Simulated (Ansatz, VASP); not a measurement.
Si2Ni in VASP and in Ansatz

```
CELL_PARAMETERS angstrom
0.00000 2.70300 2.70300
2.70300 0.00000 2.70300
2.70300 2.70300 0.00000
ATOMIC_POSITIONS crystal
Ni 0.00000 0.00000 0.00000
Si 0.75000 0.75000 0.75000
Si 0.25000 0.25000 0.25000
```

Alike in both runs: task single point; functional PBEsol; k mesh 7 × 7 × 7; occupations fermi-dirac, width 0.05 eV; collinear spin; fixed moment 1.2 μB.

|  | VASP | Ansatz |
| --- | --- | --- |
| version | VASP 6.6.1 | Ansatz 0.2.0 |
| potentials or method | VASP PAW PBE potentials, release 64 (Ni, Si) | Ansatz PAW |
| plane-wave cutoff (eV) | 520 | 420 |
| valence electrons in the cell | 18 | 26 |

VASP gave:

```
pressure (GPa)                                                : 3.8
net moment per atom (μB)                                      : 0.40
size of the moment on the site where the two differ most (μB) : 0.53
```

Task: Estimate Ansatz's values.

Result: Pressure (GPa): 3.8; net moment per atom (μB): 0.40; size of the moment on the site where the two differ most (μB): 0.50.

VASP's potentials were made for PBE, not for PBEsol. Site moments also hang on the region over which each program counts them. VASP's potentials hold 18 valence electrons a cell and Ansatz's 26, so a difference there can come from the potentials and not from the codes.
